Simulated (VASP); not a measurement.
CoO: single point with PBEsol

CoO:

```
CELL_PARAMETERS angstrom
1.52806 0.88222 2.21474
-1.52806 0.88222 2.21474
0.00000 -1.76445 2.21474
ATOMIC_POSITIONS crystal
Co 0.00000 0.00000 0.00000
O 0.50000 0.50000 0.50000
```

```json
{"Program": "VASP 6.6.1", "Task": "single point", "Functional": "PBEsol", "Potentials or basis": "VASP PAW PBE potentials, release 64 (Co, O)", "Cutoff": "520 eV", "k mesh": "18 × 18 × 18", "Occupations": "gaussian, width 0.1 eV", "Spin": "collinear spin, ferromagnetic start", "Starting moments": "[2.53, 0.31] μB"}
```

```
Pressure                                              : -0.9 GPa
Net moment                                            : 2.68 μB per cell
Site moments                                          : Co +2.37; O +0.26 μB
Valence electrons inside the program's atomic spheres : Co 7.94; O 4.98
```

Stress tensor (GPa, compression positive):
```
-1.01  0.00  0.00
 0.00 -1.01  0.00
 0.00  0.00 -0.59
```

Levels at points of the mesh, in eV from the Fermi level:
Spin up:
```
           k point  band 5  band 6  band 7  band 8  band 9  band 10  band 11  band 12  band 13  band 14
(0.00, 0.00, 0.00)   -3.45   -3.12   -3.12   -3.01   -2.79     1.33    16.75    17.56    17.56    21.14
(0.50, 0.00, 0.00)   -2.56   -2.29   -1.64    0.15    0.38     5.27     9.48    13.63    15.67    22.00
(0.50, 0.50, 0.00)   -4.18   -2.84   -2.21   -1.96   -1.94     6.26    10.00    12.15    15.51    17.71
(0.50, 0.50, 0.50)   -2.13   -2.13   -1.39    0.46    0.46     4.44    11.45    12.13    12.13    20.01
```
Spin down:
```csv
k point,band 3,band 4,band 5,band 6,band 7,band 8,band 9,band 10
"(0.00, 0.00, 0.00)",-3.20,-2.43,-1.52,-1.52,-0.99,-0.22,-0.22,1.89
"(0.50, 0.00, 0.00)",-5.39,-4.61,-0.49,-0.37,0.43,2.47,2.72,5.56
"(0.50, 0.50, 0.00)",-4.78,-3.78,-2.61,0.04,0.07,0.40,0.81,7.08
"(0.50, 0.50, 0.50)",-5.79,-5.79,0.06,0.06,0.39,2.85,2.85,4.72
```

Wall time 8.6 min on 1 thread of Intel Xeon 8259CL, with other jobs on the host, peak memory 0.39 GiB.

Caveat: the PAW data sets were made with another functional, which shifts forces and pressure a little; a cell with one magnetic atom can't hold antiferromagnetic order, which such compounds often take; semilocal functionals often make such compounds metallic where correlation or magnetic order opens a gap, which also shifts bond lengths. With open d or f shells a metallic result of PBEsol can be an artefact of self-interaction; +U or a hybrid may open a gap.
